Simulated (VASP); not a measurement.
# TiPt3 (Pm-3m) in VASP: a series of runs, part 2 of 2

VASP 6.6.1.

### Step 4. Relaxation of cell and atoms, PBEsol

This run uses another cell than the first one, of 14.80 Å³/atom, 1.016 times its volume.

INCAR reads:

```
PREC = Accurate
ENCUT = 600
EDIFF = 1E-7
ISMEAR = -1
SIGMA = 0.05
LREAL = False
LASPH = True
NELM = 100
ALGO = Normal
ISIF = 3
LWAVE = False
LCHARG = False
GGA = PS
IBRION = 2
NSW = 80
EDIFFG = -0.02
```

KPOINTS reads:

```
regular mesh
0
Gamma
  7 7 7
```

POSCAR reads:

```
TiPt3
1.0
    3.8970000000      0.0000000000      0.0000000000
    0.0000000000      3.8970000000      0.0000000000
    0.0000000000      0.0000000000      3.8970000000
Pt Ti
3 1
Direct
    0.5000000000      0.5000000000      0.0000000000
    0.5000000000      0.0000000000      0.5000000000
    0.0000000000      0.5000000000      0.5000000000
    0.0000000000      0.0000000000      0.0000000000
```

Potentials or basis: VASP PAW PBE potentials, release 64 (Pt, Ti_sv).

Launch:

```
$ cat potpaw_PBE.64/Pt/POTCAR potpaw_PBE.64/Ti_sv/POTCAR > POTCAR
$ mpirun -np 1 vasp_std > vasp.out
```

OUTCAR:

```text
PREC = Accurate
   ENCUT = 600
   EDIFF = 1E-7
   ISMEAR = -1
   LREAL = False
   LASPH = True
   NELM = 100
   ISIF = 3
   GGA = PS
   IBRION = 2
   NSW = 80
   EDIFFG = -0.02

 ion  position               nearest neighbor table
   1  0.500  0.500  0.000-   2 2.76   3 2.76   4 2.76   2 2.76   3 2.76   2 2.76   4 2.76   2 2.76
                             3 2.76   4 2.76   3 2.76   4 2.76
   2  0.500  0.000  0.500-   1 2.76   3 2.76   4 2.76   1 2.76   4 2.76   1 2.76   3 2.76   1 2.76
                             3 2.76   4 2.76   4 2.76   3 2.76
   3  0.000  0.500  0.500-   1 2.76   2 2.76   4 2.76   1 2.76   4 2.76   2 2.76   4 2.76   4 2.76
                             1 2.76   2 2.76   1 2.76   2 2.76
   4  0.000  0.000  0.000-   1 2.76   2 2.76   3 2.76   2 2.76   3 2.76   1 2.76   3 2.76   3 2.76
                             1 2.76   2 2.76   2 2.76   1 2.76

  LATTYP: Found a simple cubic cell.
 ALAT       =     3.8970000000

  Lattice vectors:

 A1 = (   3.8970000000,   0.0000000000,   0.0000000000)
 A2 = (   0.0000000000,   3.8970000000,   0.0000000000)
 A3 = (   0.0000000000,   0.0000000000,   3.8970000000)

Analysis of symmetry for initial positions (statically):
=====================================================================
 Subroutine PRICEL returns:
 Original cell was already a primitive cell.

 Routine SETGRP: Setting up the symmetry group for a
 simple cubic supercell.

 Subroutine GETGRP returns: Found 48 space group operations
 (whereof 48 operations were pure point group operations)
 out of a pool of 48 trial point group operations.

The static configuration has the point symmetry O_h .

Analysis of symmetry for dynamics (positions and initial velocities):
=====================================================================
 Subroutine PRICEL returns:
 Original cell was already a primitive cell.

 Routine SETGRP: Setting up the symmetry group for a
 simple cubic supercell.

 Subroutine GETGRP returns: Found 48 space group operations
 (whereof 48 operations were pure point group operations)
 out of a pool of 48 trial point group operations.

The dynamic configuration has the point symmetry O_h .

[... 108 lines left out ...]
   NELECT =      42.0000    total number of electrons
   NUPDOWN=      -1.0000    fix difference up-down
   EMIN   =  10.00;   EMAX   =-10.00  energy-range for DOS
   EFERMI =   0.00;   METHOD = LEGACY
   ISMEAR =    -1;   SIGMA  =   0.05  broadening in eV -4-tet -1-fermi 0-gaus
   EFERMI_NEDOS =   21; number of points for ismear=-14 and -15
   IALGO  =     38    algorithm
   IMIX   =      4    mixing-type and parameters
     AMIX     =   0.40;   BMIX     =  1.00
     AMIX_MAG =   1.60;   BMIX_MAG =  1.00
  volume/ion in A,a.u.               =      14.80        99.85
  Fermi-wavevector in a.u.,A,eV,Ry     =   1.460251  2.759474 29.012153  2.132333
  Thomas-Fermi vector in A             =   2.576723
   LORBIT       =      0    0 simple, 1 ext, 2 COOP (PROOUT), +10 PAW based schemes
   GGA     = PS    functional components
   LHFCALC =     F    Hartree Fock is set to
   AEXX    =    0.0000 exact exchange contribution
   IVDW    =     0    specifies the selected vdW correction
   LEPSILON=     F    determine dielectric tensor
   LRPA    =     F    only Hartree local field effects (RPA)
 conjugate gradient relaxation of ions
 non-spin polarized calculation
  energy-cutoff  :      600.00
  volume of cell :       59.18
 maximum number of plane-waves:      1991
 NGX is ok and might be reduce to    32
   NGX = 15   NGY = 15   NGZ = 15

--------------------------------------- Ionic step        1  -------------------------------------------

 number of electron      41.9999998 magnetization

 Free energy of the ion-electron system (eV)
  ---------------------------------------------------
  ext. energy  EPLUGINS =         0.00000000
  ---------------------------------------------------
  free energy    TOTEN  =       -32.75811308 eV

  energy without entropy =      -32.74494051  energy(sigma->0) =      -32.75152680

------------------------ aborting loop because EDIFF is reached ----------------------------------------

  FORCE on cell =-STRESS in cart. coord.  units (eV):
  Direction    XX          YY          ZZ          XY          YZ          ZX
  --------------------------------------------------------------------------------------
  -------------------------------------------------------------------------------------
  Total        0.1044987      0.1044987      0.1044987      0.0000000     -0.0000000      0.0000000
  in kB        2.8289829      2.8289829      2.8289829      0.0000000     -0.0000000      0.0000000
  external PRESSURE =       2.8289829 kB  Pullay stress =       0.0000000 kB
[... 63 lines left out ...]
--------------------------------------- Ionic step        3  -------------------------------------------

 number of electron      41.9999998 magnetization

 Free energy of the ion-electron system (eV)
  ---------------------------------------------------
  ext. energy  EPLUGINS =         0.00000000
  ---------------------------------------------------
  free energy    TOTEN  =       -32.75816617 eV

  energy without entropy =      -32.74500072  energy(sigma->0) =      -32.75158344

 E-fermi :  11.7101     XC(G=0): -13.4171

 val. band max:       11.5772910277   @ k =   0.4286   0.0000   0.0000
 cond. band min:      11.7260841343   @ k =   0.0000   0.0000   0.0000
 fundamental gap:      0.1487931066
 Fermi energy:        11.7101420299

 k-point     1 :       0.0000    0.0000    0.0000
  band No.  band energies     occupation
      1     -46.2416      2.00000
      2     -22.5633      2.00000
      3     -22.5633      2.00000
      4     -22.5633      2.00000
      5       1.4076      2.00000
      6       4.2407      2.00000
[... 580 lines left out ...]
  FREE ENERGIE OF THE ION-ELECTRON SYSTEM (eV)
  ---------------------------------------------------
  free  energy   TOTEN  =       -32.7581661710 eV

  energy  without entropy=      -32.7450007157  energy(sigma->0) =      -32.75158344

 reached required accuracy - stopping structural energy minimisation
```

CONTCAR:

```text
TiPt3
   1.00000000000000
     3.8983320963441583    0.0000000000000000    0.0000000000000000
     0.0000000000000000    3.8983320963441583    0.0000000000000000
    -0.0000000000000000   -0.0000000000000000    3.8983320963441583
  Pt              Ti
     3     1
Direct
     0.5000000000000000    0.5000000000000000    0.0000000000000000
     0.5000000000000000    0.0000000000000000    0.5000000000000000
     0.0000000000000000    0.5000000000000000    0.5000000000000000
     0.0000000000000000    0.0000000000000000    0.0000000000000000

  0.00000000E+00  0.00000000E+00  0.00000000E+00
  0.00000000E+00  0.00000000E+00  0.00000000E+00
  0.00000000E+00  0.00000000E+00  0.00000000E+00
  0.00000000E+00  0.00000000E+00  0.00000000E+00
```

It took 83 s on 1 thread of Intel Xeon Platinum 8259CL at 2.50GHz (Skylake/Cascade Lake), shared host; peak memory 0.2 GiB.

What came out:

```yaml
Free_energy: -32.7582 eV
Relaxed_volume: 14.81 Å³/atom
Relaxed_cell: a = 3.898 Å, b = 3.898 Å, c = 3.898 Å, α = 90.00°, β = 90.00°, γ = 90.00°
Space_group_after_relaxing_to_0.05_Å: Pm-3m (No. 221)
Energy_gained_by_relaxing: 0.0 meV/atom
Ionic_steps: 3
Pressure_after_relaxing: 0.0 GPa
Band_gap_on_the_k_mesh: zero (band 21 reaches 13.10 eV, above the bottom of band 22 at 11.58 eV)
```

Final structure:
```
Pt Ti
1.0
     3.89833    0.00000    0.00000
     0.00000    3.89833    0.00000
     0.00000    0.00000    3.89833
Pt Ti
3 1
Direct
  0.50000 0.50000 0.00000
  0.50000 0.00000 0.50000
  0.00000 0.50000 0.50000
  0.00000 0.00000 0.00000
```

Levels at points of the mesh, in eV from the Fermi level:
```csv
k point,band 19,band 20,band 21,band 22,band 23,band 24
"(0.00, 0.00, 0.00)",0.02,0.02,1.39,1.39,1.51,1.51
```

Caveat: the PAW data sets were made with another functional, which shifts forces and pressure a little; spin-orbit coupling is left out, which moves the levels of the heavy elements.

### Step 5. Overview

```csv
task,cell,cutoff (eV),gap on the mesh (eV),pressure (GPa)
single point,"a = 3.876 Å, 4 atoms",520,none,4.7
single point,"a = 3.899 Å, 4 atoms",520,none,-0.3
relaxation of cell and atoms,"relaxed from a = 3.897 Å, 4 atoms",600,none,0.0
```

Alike in all rows: level PBEsol; potentials or basis VASP PAW PBE potentials, release 64 (Pt, Ti_sv); no spin polarisation; k mesh 7 × 7 × 7; smearing fermi-dirac 0.05 eV.

Caveats: the PAW data sets were made with another functional, which shifts forces and pressure a little; spin-orbit coupling is left out, which moves the levels of the heavy elements.

Absolute energies hang on the potentials; compare differences alone.
